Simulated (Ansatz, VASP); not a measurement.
## One calculation of Sn, two programs

```
CELL_PARAMETERS angstrom
-2.04263 2.04263 1.67176
2.04263 -2.04263 1.67176
2.04263 2.04263 -1.67176
ATOMIC_POSITIONS crystal
Sn 0.00000 0.00000 0.00000
```

Alike in both runs: task single point; functional LDA; k mesh 10 × 10 × 10; occupations fermi-dirac, width 0.05 eV; no spin polarisation.

|  | VASP | Ansatz |
| --- | --- | --- |
| version | VASP 6.6.1 | Ansatz 0.2.0 |
| potentials or method | VASP PAW LDA potentials, release 64 (Sn_d) | Ansatz PAW |
| plane-wave cutoff (eV) | 520 | 420 |
| valence electrons in the cell | 14 | 14 |

VASP gave:

```
gap on the k mesh at the Fermi level (eV)                     : none
pressure (GPa)                                                : -4.0
traceless stress, the component that is largest in VASP (GPa) : 0.26
```

Task: Which values does Ansatz return?

Result: gap on the k mesh at the Fermi level (eV): none; pressure (GPa): -4.0; traceless stress, the component that is largest in VASP (GPa): 0.24.

LDA's correlation is that of Perdew and Zunger in VASP and of Perdew and Wang (1992) in Ansatz. A gap of «none» marks a metal or a gap that the smearing closes.
